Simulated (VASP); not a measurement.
A run of VASP 6.6.1:

File POSCAR:

```
MnO
1.0
    0.0000000000      2.1785090927      2.1785090927
    2.1785090927      0.0000000000      2.1785090927
    2.1785090927      2.1785090927      0.0000000000
Mn O
1 1
Direct
    0.0000000000      0.0000000000      0.0000000000
    0.5000000000      0.5000000000      0.5000000000
```

File INCAR.step1:

```
SYSTEM = MnO
PREC = Accurate
ENCUT = 520
EDIFF = 1E-5
ISMEAR = -1
SIGMA = 0.05
LREAL = .False.
LASPH = .True.
NELM = 150
ALGO = Normal
ISIF = 2
LWAVE = .True.
ISPIN = 2
MAGMOM = 4 0
LORBIT = 11
LMAXMIX = 4
NBANDS = 20
GGA = PE
```

Contents of INCAR.step2:

```
SYSTEM = MnO
PREC = Accurate
ENCUT = 520
EDIFF = 1E-7
ISMEAR = -1
SIGMA = 0.05
LREAL = .False.
LASPH = .True.
NELM = 150
ALGO = Normal
ISIF = 2
LWAVE = .False.
LCHARG = .True.
ISPIN = 2
MAGMOM = 4 0
LORBIT = 11
LMAXMIX = 4
GGA = B3
LHFCALC = .True.
AEXX = 0.2
AGGAX = 0.72
AGGAC = 0.81
ALDAC = 0.19
PRECFOCK = Normal
LELF = .True.
LVHAR = .True.
NBANDS = 20
ISTART = 1
```

KPOINTS

```
regular mesh
0
Gamma
  5 5 5
  0 0 0
```

Potentials or basis: VASP PAW PBE potentials, release 64 (Mn_pv, O).

Launch:

```console
$ cat potpaw_PBE.64/Mn_pv/POTCAR potpaw_PBE.64/O/POTCAR > POTCAR
$ cp INCAR.step1 INCAR
$ mpirun -np 1 vasp_std > vasp.out
$ cp INCAR.step2 INCAR
$ mpirun -np 1 vasp_std > vasp.out
```

Hardware: 1 thread of AMD EPYC 7R13 Processor (Zen 3), with other jobs on the host.

Question: How long does it take, and how much memory?

Answer: Run time: 27 min on 1 thread of AMD EPYC 7R13 Processor (Zen 3), on a shared host, peak memory 0.12 GiB. Counts: k points 10.
